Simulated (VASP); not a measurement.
# HfO2 (Fm-3m) in VASP: a series of runs

The runs below take HfO2 through single point, with PBE.

Program: VASP 6.6.1. These are calculated values, not measurements. Logs are shortened: lines on timing, memory, paths and dates and some standing lists are left out, and cuts for length are marked.

### Step 1. The cell of the first run

The structure is cubic, space group Fm-3m (No. 225). The conventional cell has a = 5.046 Å, b = 5.046 Å, c = 5.046 Å, α = 90.00°, β = 90.00°, γ = 90.00°. Within 2.9 Å of Hf (site symmetry m-3m) lie 8 O at 2.18 Å. Within 2.9 Å of O (site symmetry -43m) lie 4 Hf at 2.18 Å and 6 O at 2.52 Å.

### Step 2. Single point, PBE (volume scaled by 0.96)

File INCAR:

```
PREC = Accurate ; ENCUT = 520
EDIFF = 1E-6 ; ISMEAR = -1
SIGMA = 0.01 ; LREAL = F
LASPH = T ; NELM = 80
ALGO = Normal ; ISIF = 2
LWAVE = F ; LCHARG = T
GGA = PE ; LELF = T
LVHAR = T ; NBANDS = 18
```

File KPOINTS:

```
regular mesh
0
Gamma
  9 9 9
```

File POSCAR:

```
HfO2
1.0
    0.0000000000      2.5229349520      2.5229349520
    2.5229349520      0.0000000000      2.5229349520
    2.5229349520      2.5229349520      0.0000000000
Hf O
1 2
Direct
    0.0000000000      0.0000000000      0.0000000000
    0.2500000000      0.2500000000      0.2500000000
    0.7500000000      0.7500000000      0.7500000000
```

Potentials or basis: VASP PAW PBE potentials, release 64 (Hf_pv, O).

Launch:

```
$ cat potpaw_PBE.64/Hf_pv/POTCAR potpaw_PBE.64/O/POTCAR > POTCAR
$ mpirun -np 1 vasp_std > vasp.out
```

OUTCAR:

```text
PREC = Accurate
   ENCUT = 520
   EDIFF = 1E-6
   ISMEAR = -1
   LREAL = F
   LASPH = T
   NELM = 80
   ISIF = 2
   GGA = PE

 ion  position               nearest neighbor table
   1  0.000  0.000  0.000-   3 2.18   3 2.18   3 2.18   2 2.18   3 2.18   2 2.18   2 2.18   2 2.18

   2  0.250  0.250  0.250-   1 2.18   1 2.18   1 2.18   1 2.18
   3  0.750  0.750  0.750-   1 2.18   1 2.18   1 2.18   1 2.18

  LATTYP: Found a face centered cubic cell.
 ALAT       =     5.0458699040

  Lattice vectors:

 A1 = (   0.0000000000,   2.5229349520,   2.5229349520)
 A2 = (   2.5229349520,   0.0000000000,   2.5229349520)
 A3 = (   2.5229349520,   2.5229349520,   0.0000000000)

Analysis of symmetry for initial positions (statically):
=====================================================================
 Subroutine PRICEL returns:
 Original cell was already a primitive cell.

 Routine SETGRP: Setting up the symmetry group for a
 face centered cubic supercell.

 Subroutine GETGRP returns: Found 48 space group operations
 (whereof 48 operations were pure point group operations)
 out of a pool of 48 trial point group operations.

The static configuration has the point symmetry O_h .

Analysis of symmetry for dynamics (positions and initial velocities):
=====================================================================
 Subroutine PRICEL returns:
 Original cell was already a primitive cell.

 Routine SETGRP: Setting up the symmetry group for a
 face centered cubic supercell.

 Subroutine GETGRP returns: Found 48 space group operations
 (whereof 48 operations were pure point group operations)
 out of a pool of 48 trial point group operations.

The dynamic configuration has the point symmetry O_h .

 Subroutine INISYM returns: Found 48 space group operations
 (whereof 48 operations are pure point group operations),
 and found     1 'primitive' translations

----------------------------------------------------------------------------------------

                                     Primitive cell

  volume of cell :      32.1180

  direct lattice vectors                    reciprocal lattice vectors
     0.000000000  2.522934952  2.522934952    -0.198181883  0.198181883  0.198181883
     2.522934952  0.000000000  2.522934952     0.198181883 -0.198181883  0.198181883
     2.522934952  2.522934952  0.000000000     0.198181883  0.198181883 -0.198181883

  length of vectors
     3.567968826  3.567968826  3.567968826     0.343261091  0.343261091  0.343261091

  position of ions in fractional coordinates (direct lattice)
     0.000000000  0.000000000  0.000000000
     0.250000000  0.250000000  0.250000000
     0.750000000  0.750000000  0.750000000

  ion indices of the primitive-cell ions
   primitive index   ion index
                 1           1
                 2           2
                 3           3

----------------------------------------------------------------------------------------

 KPOINTS: regular mesh

Automatic generation of k-mesh.
 Grid dimensions read from file:
 generate k-points for:    9    9    9

 Generating k-lattice:

  Cartesian coordinates                     Fractional coordinates (reciprocal lattice)
    -0.022020209  0.022020209  0.022020209     0.111111111  0.000000000  0.000000000
     0.022020209 -0.022020209  0.022020209     0.000000000  0.111111111  0.000000000
     0.022020209  0.022020209 -0.022020209     0.000000000  0.000000000  0.111111111

  Length of vectors
     0.038140121  0.038140121  0.038140121

  Shift w.r.t. Gamma in fractional coordinates (k-lattice)
     0.000000000  0.000000000  0.000000000

 Subroutine IBZKPT returns following result:
 ===========================================

 Found     35 irreducible k-points:

 Following reciprocal coordinates:
            Coordinates               Weight
  0.000000  0.000000  0.000000      1.000000
  0.111111  0.000000  0.000000      8.000000
  0.222222  0.000000  0.000000      8.000000
  0.333333  0.000000  0.000000      8.000000
  0.444444  0.000000  0.000000      8.000000
  0.111111  0.111111  0.000000      6.000000
[... 16 lines left out ...]
 -0.333333  0.333333  0.000000     12.000000
  0.444444  0.444444  0.000000      6.000000
 [... further k-points ...]
   k-points           NKPTS =     35   k-points in BZ     NKDIM =     35   number of bands    NBANDS=     18
   number of dos      NEDOS =    301   number of ions     NIONS =      3
   total plane-waves  NPLWV =  21952
   dimension x,y,z NGX =    28 NGY =   28 NGZ =   28
   dimension x,y,z NGXF=    56 NGYF=   56 NGZF=   56
   ions per type =               1   2
   NGX,Y,Z   is equivalent  to a cutoff of  13.05, 13.05, 13.05 a.u.
   NGXF,Y,Z  is equivalent  to a cutoff of  26.09, 26.09, 26.09 a.u.
 SYSTEM =  unknown system
   PREC   = accura    normal or accurate (medium, high low for compatibility)
   ISTART =      0    job   : 0-new  1-cont  2-samecut
   ICHARG =      2    charge: 1-file 2-atom 10-const
   ISPIN  =      1    spin polarized calculation?
   LNONCOLLINEAR =      F non collinear calculations
   LSORBIT =      F    spin-orbit coupling
   LASPH  =      T    aspherical Exc in radial PAW
   ENCUT  =  520.0 eV  38.22 Ry    6.18 a.u.   6.63  6.63  6.63*2*pi/ulx,y,z
   NELM   =     80;   NELMIN=  2; NELMDL= -5     # of ELM steps
   EDIFF  = 0.1E-05   stopping-criterion for ELM
   LREAL  =      F    real-space projection
   EDIFFG = 0.1E-04   stopping-criterion for IOM
   NSW    =      0    number of steps for IOM
   IBRION =     -1    ionic relax: 0-MD 1-quasi-New 2-CG
   NFREE  =      0    steps in history (QN), initial steepest desc. (CG)
   ISIF   =      2    stress and relaxation
   ISYM   =      2    0-nonsym 1-usesym 2-fastsym
   POTIM  = 0.5000    time-step for ionic-motion
   TEBEG  =    0.0;   TEEND  =   0.0 temperature during run
   PSTRESS=    0.0 pullay stress
   NELECT =      22.0000    total number of electrons
   NUPDOWN=      -1.0000    fix difference up-down
   EMIN   =  10.00;   EMAX   =-10.00  energy-range for DOS
   EFERMI =   0.00;   METHOD = LEGACY
   ISMEAR =    -1;   SIGMA  =   0.01  broadening in eV -4-tet -1-fermi 0-gaus
   EFERMI_NEDOS =   21; number of points for ismear=-14 and -15
   IALGO  =     38    algorithm
   IMIX   =      4    mixing-type and parameters
     AMIX     =   0.40;   BMIX     =  1.00
     AMIX_MAG =   1.60;   BMIX_MAG =  1.00
  volume/ion in A,a.u.               =      10.71        72.25
  Fermi-wavevector in a.u.,A,eV,Ry     =   1.443111  2.727084 28.335068  2.082569
  Thomas-Fermi vector in A             =   2.561555
   LORBIT       =      0    0 simple, 1 ext, 2 COOP (PROOUT), +10 PAW based schemes
   GGA     = PE    functional components
   LHFCALC =     F    Hartree Fock is set to
   AEXX    =    0.0000 exact exchange contribution
   IVDW    =     0    specifies the selected vdW correction
   LEPSILON=     F    determine dielectric tensor
   LRPA    =     F    only Hartree local field effects (RPA)
 non-spin polarized calculation
  energy-cutoff  :      520.00
  volume of cell :       32.12
 maximum number of plane-waves:       893
   NGX = 13   NGY = 13   NGZ = 13

 number of electron      21.9999993 magnetization

 Free energy of the ion-electron system (eV)
  ---------------------------------------------------
  ext. energy  EPLUGINS =         0.00000000
  ---------------------------------------------------
  free energy    TOTEN  =       -30.24106016 eV

  energy without entropy =      -30.24106016  energy(sigma->0) =      -30.24106016

 E-fermi :   4.6548     XC(G=0): -11.9154

 val. band max:        4.3497485755   @ k =  -0.4444   0.4444   0.0000
 cond. band min:       8.3036057030   @ k =   0.4444   0.4444   0.0000
 fundamental gap:      3.9538571276
 Fermi energy:         4.6548347589

 k-point     1 :       0.0000    0.0000    0.0000
  band No.  band energies     occupation
      1     -25.2187      2.00000
      2     -25.2187      2.00000
      3     -25.2187      2.00000
      4     -14.4201      2.00000
      5     -11.3147      2.00000
      6      -1.0286      2.00000
[... 10 lines left out ...]
     17      15.0066      0.00000
     18      17.9779      0.00000

 k-point     2 :       0.1111    0.0000    0.0000
  band No.  band energies     occupation
      1     -25.2767      2.00000
      2     -25.2249      2.00000
      3     -25.2249      2.00000
      4     -14.2474      2.00000
      5     -11.4562      2.00000
      6      -0.9064      2.00000
[... 10 lines left out ...]
     17      14.7842      0.00000
     18      17.9618      0.00000

 k-point     3 :       0.2222    0.0000    0.0000
  band No.  band energies     occupation
      1     -25.4186      2.00000
      2     -25.2407      2.00000
      3     -25.2407      2.00000
      4     -13.8174      2.00000
      5     -11.7651      2.00000
      6      -0.5907      2.00000
[... 10 lines left out ...]
     17      14.3432      0.00000
     18      17.4442      0.00000

 k-point     4 :       0.3333    0.0000    0.0000
  band No.  band energies     occupation
      1     -25.5719      2.00000
      2     -25.2585      2.00000
      3     -25.2585      2.00000
      4     -13.3772      2.00000
      5     -11.9985      2.00000
      6      -0.2300      2.00000
[... 375 lines left out ...]
      4     -12.5747      2.00000
      5     -12.2941      2.00000
      6      -1.4979      2.00000
[... 10 lines left out ...]
     17      16.7676      0.00000
     18      17.9303      0.00000

 k-point    23 :      -0.3333    0.3333    0.0000
  band No.  band energies     occupation
      1     -25.5471      2.00000
      2     -25.5161      2.00000
      3     -25.3078      2.00000
      4     -12.6018      2.00000
      5     -12.3032      2.00000
      6      -1.0767      2.00000
[... 10 lines left out ...]
     17      16.5072      0.00000
     18      17.8878      0.00000

 k-point    24 :       0.4444    0.4444    0.0000
  band No.  band energies     occupation
      1     -25.6944      2.00000
      2     -25.3458      2.00000
      3     -25.3458      2.00000
      4     -12.6077      2.00000
      5     -12.2583      2.00000
      6      -2.0186      2.00000
[... 10 lines left out ...]
     17      16.6064      0.00000
     18      17.9591      0.00000

 [... further k-points ...]
[... 5 lines left out ...]
  --------------------------------------------------------------------------------------
  -------------------------------------------------------------------------------------
  Total        0.8244141      0.8244141      0.8244141      0.0000000     -0.0000000     -0.0000000
  in kB       41.1251843     41.1251843     41.1251843      0.0000000     -0.0000000     -0.0000000
  external PRESSURE =      41.1251843 kB  Pullay stress =       0.0000000 kB

 VOLUME and BASIS-vectors are now :
 -----------------------------------------------------------------------------
  energy-cutoff  :      520.00
  volume of cell :       32.12
      direct lattice vectors                 reciprocal lattice vectors
     0.000000000  2.522934952  2.522934952    -0.198181883  0.198181883  0.198181883
     2.522934952  0.000000000  2.522934952     0.198181883 -0.198181883  0.198181883
     2.522934952  2.522934952  0.000000000     0.198181883  0.198181883 -0.198181883

 POSITION                                       TOTAL-FORCE (eV/Angst)
 -----------------------------------------------------------------------------------
      0.00000      0.00000      0.00000        -0.000000     -0.000000     -0.000000
      1.26147      1.26147      1.26147        -0.000000      0.000000      0.000000
      3.78440      3.78440      3.78440         0.000000      0.000000     -0.000000
 -----------------------------------------------------------------------------------
    total drift:                                0.000000      0.000000      0.000000

  FREE ENERGIE OF THE ION-ELECTRON SYSTEM (eV)
  ---------------------------------------------------
  free  energy   TOTEN  =       -30.2410601602 eV

  energy  without entropy=      -30.2410601602  energy(sigma->0) =      -30.24106016
```

It took 11 s on 1 thread of Intel Xeon Platinum 8559C (Emerald Rapids), shared host; peak memory 0.17 GiB.

Results:

| Item | Value |
| --- | --- |
| Free energy | -30.2411 eV |
| Pressure | 4.1 GPa |
| Band gap on the k mesh | 3.95 eV, indirect (least direct gap 4.07 eV) |

Levels at points of the mesh, in eV from the valence-band top:
| k point | band 9 | band 10 | band 11 | band 12 | band 13 | band 14 |
| --- | --- | --- | --- | --- | --- | --- |
| (0.00, 0.00, 0.00) | -0.56 | -0.56 | -0.56 | 3.97 | 3.97 | 6.00 |

Caveat: spin-orbit coupling is left out, which moves the levels of the heavy elements. A k mesh can miss the band edges.

### Step 3. Single point, PBE (volume scaled by 0.99)

File INCAR:

```
SYSTEM = HfO2
  PREC = Accurate
  ENCUT = 520
  EDIFF = 1E-6
  ISMEAR = -1
  SIGMA = 0.01
  LREAL = .FALSE.
  LASPH = .TRUE.
  NELM = 60
  ALGO = Normal
  ISIF = 2
  LWAVE = .FALSE.
  LCHARG = .FALSE.
  GGA = PE
  NBANDS = 18
```

File KPOINTS:

```
Automatic mesh
0
G
  9 9 9
  0 0 0
```

File POSCAR:

```
HfO2
1.0
    0.0000000000      2.5489464244      2.5489464244
    2.5489464244      0.0000000000      2.5489464244
    2.5489464244      2.5489464244      0.0000000000
Hf O
1 2
Direct
    0.0000000000      0.0000000000      0.0000000000
    0.2500000000      0.2500000000      0.2500000000
    0.7500000000      0.7500000000      0.7500000000
```

Potentials or basis: VASP PAW PBE potentials, release 64 (Hf_pv, O).

Launch:

```
$ cat potpaw_PBE.64/Hf_pv/POTCAR potpaw_PBE.64/O/POTCAR > POTCAR
$ mpirun -np 1 vasp_std > vasp.out
```

Wall time 11 s (1 thread of Intel Xeon Platinum 8559C (Emerald Rapids), shared host); peak memory 0.16 GiB.

The run converged. Its results:

* Free energy: -30.2433 eV
* Pressure: -3.7 GPa
* Band gap on the k mesh: 3.86 eV, indirect (least direct gap 3.98 eV)

Levels at points of the mesh, in eV from the valence-band top:
| k point | band 7 | band 8 | band 9 | band 10 | band 11 | band 12 | band 13 | band 14 | band 15 | band 16 |
| --- | --- | --- | --- | --- | --- | --- | --- | --- | --- | --- |
| (0.00, 0.00, 0.00) | -5.19 | -5.19 | -0.55 | -0.55 | -0.55 | 3.89 | 3.89 | 5.76 | 10.27 | 10.27 |

Caveat: spin-orbit coupling is left out, which moves the levels of the heavy elements.

### Step 4. Single point, PBE (volume scaled by 1.02)

File INCAR:

```
SYSTEM = HfO2
ALGO = Normal ; EDIFF = 1E-6
ENCUT = 520 ; GGA = PE
ISIF = 2 ; ISMEAR = -1
LASPH = .TRUE. ; LCHARG = .FALSE.
LREAL = .FALSE. ; LWAVE = .FALSE.
NBANDS = 18 ; NELM = 60
PREC = Accurate ; SIGMA = 0.01
```

File KPOINTS:

```
k-points
0
G
  9 9 9
  0 0 0
```

File POSCAR:

```
HfO2
1.0
    0.0000000000      2.5744375797      2.5744375797
    2.5744375797      0.0000000000      2.5744375797
    2.5744375797      2.5744375797      0.0000000000
Hf O
1 2
Direct
    0.0000000000      0.0000000000      0.0000000000
    0.2500000000      0.2500000000      0.2500000000
    0.7500000000      0.7500000000      0.7500000000
```

Launch:

```
$ cat potpaw_PBE.64/Hf_pv/POTCAR potpaw_PBE.64/O/POTCAR > POTCAR
$ mpirun -np 1 vasp_std > vasp.out
```

Wall time 11 s (1 thread of Intel Xeon Platinum 8559C (Emerald Rapids), shared host); peak memory 0.16 GiB.

The run converged. Its results:

* Free energy: -30.2003 eV
* Pressure: -10.3 GPa
* Band gap on the k mesh: 3.78 eV, indirect (least direct gap 3.89 eV)

Levels at points of the mesh, in eV from the valence-band top:
```tsv
k point	band 8	band 9	band 10	band 11	band 12	band 13	band 14	band 15
(0.00, 0.00, 0.00)	-5.02	-0.54	-0.54	-0.54	3.81	3.81	5.52	9.90
```

Caveat: spin-orbit coupling is left out, which moves the levels of the heavy elements. A k mesh can miss the band edges.

### Step 5. Single point, PBE (volume scaled by 1.06)

File INCAR:

```
SYSTEM = HfO2
PREC = Accurate
ENCUT = 520
EDIFF = 1E-6
ISMEAR = -1
SIGMA = 0.01
LREAL = .FALSE.
LASPH = .TRUE.
NELM = 80
ALGO = Normal
ISIF = 2
LWAVE = .FALSE.
LCHARG = .TRUE.
GGA = PE
LELF = .TRUE.
LVHAR = .TRUE.
NBANDS = 18
```

File KPOINTS:

```
regular mesh
0
G
  9 9 9
  0 0 0
```

File POSCAR:

```
HfO2
1.0
    0.0000000000      2.6076597933      2.6076597933
    2.6076597933      0.0000000000      2.6076597933
    2.6076597933      2.6076597933      0.0000000000
Hf O
1 2
Direct
    0.0000000000      0.0000000000      0.0000000000
    0.2500000000      0.2500000000      0.2500000000
    0.7500000000      0.7500000000      0.7500000000
```

Launch:

```
$ cat potpaw_PBE.64/Hf_pv/POTCAR potpaw_PBE.64/O/POTCAR > POTCAR
$ mpirun -np 1 vasp_std > vasp.out
```

Run time: 11 s. Hardware: 1 thread of Intel Xeon Platinum 8559C (Emerald Rapids), shared host; peak memory 0.17 GiB.

It converged, with:

```yaml
Free_energy: -30.0845 eV
Pressure: -17.6 GPa
Band_gap_on_the_k_mesh: 3.66 eV, indirect (least direct gap 3.77 eV)
```

Levels at points of the mesh, in eV from the valence-band top:
```tsv
k point	band 8	band 9	band 10	band 11	band 12	band 13	band 14	band 15
(0.00, 0.00, 0.00)	-4.80	-0.52	-0.52	-0.52	3.71	3.71	5.21	9.43
```

Caveat: spin-orbit coupling is left out, which moves the levels of the heavy elements. A k mesh can miss the band edges.

### Step 6. Overview

| cell | gap on the mesh (eV) | pressure (GPa) |
| --- | --- | --- |
| a = 3.568 Å, angles 60.0°, 3 atoms | 3.95 | 4.1 |
| a = 3.605 Å, angles 60.0°, 3 atoms | 3.86 | -3.7 |
| a = 3.641 Å, angles 60.0°, 3 atoms | 3.78 | -10.3 |
| a = 3.688 Å, angles 60.0°, 3 atoms | 3.66 | -17.6 |

Alike in all rows: task single point; level PBE; potentials or basis VASP PAW PBE potentials, release 64 (Hf_pv, O); no spin polarisation; k mesh 9 × 9 × 9; cutoff (eV) 520; smearing fermi-dirac 0.01 eV.

Caveats: spin-orbit coupling is left out, which moves the levels of the heavy elements.

Absolute energies hang on the potentials; compare differences alone.
